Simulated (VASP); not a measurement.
## As2H: single point with PBE+D3(BJ)

Slab: As2H, a slab with vacuum.

```
As H
1.0
     3.57134    0.00000    0.00000
    -1.78567    3.09287    0.00000
     0.00000    0.00000   18.39764
As H
2 1
Direct
  0.33333 0.66667 0.29339
  0.66667 0.33333 0.21742
  0.50000 0.66667 0.40481
```

| Property | Result |
| --- | --- |
| Program | VASP 6.6.1 |
| Task | single point |
| Functional | PBE |
| Dispersion | D3(BJ) |
| Potentials or basis | VASP PAW PBE potentials, release 64 (As, H) |
| Cutoff | 520 eV |
| k mesh | 9 × 9 × 1 |
| Occupations | gaussian, width 0.05 eV |
| Spin | collinear spin, ferromagnetic start |
| Starting moments | [0.0, 0.0, 1.0] μB |

* Largest force: 0.972 eV/Å
* Net moment: 0.78 μB per cell
* Site moments: As +0.04, +0.10; H +0.22 μB
* Valence electrons inside the program's atomic spheres: As 2.70, 2.71; H 0.41
* Dispersion energy per atom: -0.167 eV

Forces in eV/Å, atoms in the order of the input:
```
As   0.384  0.012  0.893
As  -0.255 -0.030  0.009
H   -0.129  0.018 -0.902
```

Levels at points of the mesh, in eV from the Fermi level:
Spin up:
| k point | band 4 | band 5 | band 6 | band 7 | band 8 | band 9 |
| --- | --- | --- | --- | --- | --- | --- |
| (0.00, 0.00, 0.00) | -1.16 | -1.16 | -0.25 | 1.52 | 2.34 | 2.36 |
Spin down:
| k point | band 1 | band 2 | band 3 | band 4 | band 5 | band 6 | band 7 | band 8 | band 9 | band 10 |
| --- | --- | --- | --- | --- | --- | --- | --- | --- | --- | --- |
| (0.00, 0.00, 0.00) | -14.74 | -8.54 | -2.90 | -1.06 | -1.04 | 0.40 | 1.96 | 2.48 | 2.52 | 3.83 |

Wall time 9.8 min on 1 thread of Oxide Virtual Turin-like Processor, on a shared host, peak memory 0.49 GiB.
